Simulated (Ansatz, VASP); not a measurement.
One calculation of CuO, two programs

INCAR

```
SYSTEM = CuO
ALGO = Normal ; EDIFF = 1E-7
ENCUT = 520 ; GGA = PS
ISIF = 2 ; ISMEAR = 0
LASPH = .True. ; LCHARG = .False.
LREAL = .False. ; LWAVE = .False.
NBANDS = 25 ; NELM = 80
PREC = Accurate ; SIGMA = 0.1
```

Contents of KPOINTS:

```
k-points
0
Gamma
  6 6 4
  0 0 0
```

POSCAR

```
CuO
1.0
    1.9909680000     -2.1535500000      0.0000000000
    1.9909680000      2.1535500000      0.0000000000
    0.0000000000      0.0000000000      5.1559280000
Cu O
2 2
Direct
    0.0000000000      0.5000000000      0.0000000000
    0.5000000000      0.0000000000      0.5000000000
    0.5000000000      0.5000000000      0.2500000000
    0.5000000000      0.5000000000      0.7500000000
```

Input for Ansatz:

```yaml
crystal:
  lattice:
    - [1.990968, -2.15355, 0.0]
    - [1.990968, 2.15355, 0.0]
    - [0.0, 0.0, 5.155928]
  atoms:
    - { symbol: Cu, position: [0.0, 0.5, 0.0] }
    - { symbol: Cu, position: [0.5, 0.0, 0.5] }
    - { symbol: O, position: [0.5, 0.5, 0.25] }
    - { symbol: O, position: [0.5, 0.5, 0.75] }
basis:
  ecutwfc: 420
kpoints:
  mp_grid: { grid: [6, 6, 4] }
hamiltonian:
  xc: pbesol
scf:
  occupations: { method: gaussian, width: 0.1 }
output:
  forces: true
  stress: true
  eigenvalues: true
```

Alike in both runs: task single point; functional PBEsol; k mesh 6 × 6 × 4; occupations gaussian, width 0.1 eV; no spin polarisation.

```csv
,VASP,Ansatz
version,VASP 6.6.1,Ansatz 0.2.0
potentials or method,"VASP PAW PBE potentials, release 64 (Cu, O), cutoff 520 eV","scalar-relativistic, plane waves, PAW"
valence electrons in the cell,34,50
```

|  | VASP | Ansatz | Ansatz less VASP |
| --- | --- | --- | --- |
| gap on the k mesh at the Fermi level (eV) | none | none | - |
| pressure (GPa) | -5.4 | -6.1 | -0.67 |
| traceless stress, the component that is largest in VASP (GPa) | 1.23 | 1.44 | +0.213 |

VASP's potentials were made for PBE, not for PBEsol. A gap of «none» marks a metal or a gap that the smearing closes. VASP's potentials hold 34 valence electrons a cell and Ansatz's 50, so a difference there can come from the potentials and not from the codes.
